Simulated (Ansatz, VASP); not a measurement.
# Ir in VASP and in Ansatz

```
Ir
1.0
     0.00000    1.88051    1.88051
     1.88051    0.00000    1.88051
     1.88051    1.88051    0.00000
Ir
1
Direct
  0.00000 0.00000 0.00000
```

Change from the starting cell: volume scaled by 0.94.

Alike in both runs: task single point; functional PBEsol; k mesh 15 × 15 × 15; occupations fermi-dirac, width 0.05 eV; no spin polarisation.

|  | VASP | Ansatz |
| --- | --- | --- |
| version | VASP 6.6.1 | Ansatz 0.2.0 |
| potentials or method | VASP PAW PBE potentials, release 64 (Ir), cutoff 500 eV | all-electron LAPW, scalar-relativistic |

```csv
,VASP,Ansatz,Ansatz less VASP
pressure (GPa),25.7,24.1,-1.56
```

VASP's potentials were made for PBE, not for PBEsol. Ansatz ran all-electron here, and VASP with PAW potentials.

Neither program's run includes spin-orbit coupling.
